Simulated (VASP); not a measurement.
Input of a VASP 6.6.1 run:

File POSCAR:

```
InP
1.0
    0.0000000000      3.0719391402      2.8179947339
    3.0719391402      0.0000000000      2.8179947339
    3.0719391402      3.0719391402      0.0000000000
In P
1 1
Direct
    0.0000000000      0.0000000000      0.0000000000
    0.2500000000      0.2500000000      0.2500000000
```

File INCAR.step1:

```
ALGO = Normal
EDIFF = 1E-4
ENCUT = 520
GGA = PE
GGA_COMPAT = False
ISMEAR = -1
LASPH = True
LCHARG = False
LREAL = False
LSORBIT = True
LWAVE = True
MAGMOM = 0 0 0 0 0 0
NBANDS = 30
NELM = 150
PREC = Accurate
SIGMA = 0.02
```

File INCAR.step2:

```
ALGO = Normal
EDIFF = 1E-7
ENCUT = 520
GGA_COMPAT = False
ISIF = 2
ISMEAR = -1
ISTART = 1
LASPH = True
LCHARG = True
LMIXTAU = True
LORBIT = 11
LORBMOM = True
LREAL = False
LSORBIT = True
LVHAR = True
LWAVE = False
MAGMOM = 0 0 0 0 0 0
METAGGA = R2SCAN
NBANDS = 30
NELM = 150
PREC = Accurate
SIGMA = 0.02
```

File KPOINTS:

```
k-points
0
Gamma
  8 8 8
```

Potentials or basis: VASP PAW PBE potentials, release 64 (In_d, P).

Launch:

```console
$ cat potpaw_PBE.64/In_d/POTCAR potpaw_PBE.64/P/POTCAR > POTCAR
$ cp INCAR.step1 INCAR
$ mpirun -np 1 vasp_ncl > vasp.out
$ cp INCAR.step2 INCAR
$ mpirun -np 1 vasp_ncl > vasp.out
```

(1) What does it give for the pressure?

(2) Predict the net moment.

## Answers

(1) -2.3 GPa.

(2) 0.00 μB per cell.

Caveat: the cell differs from its parent crystal (epitaxial xy strain +4.0%); the PAW data sets were made with another functional, which shifts forces and pressure a little.
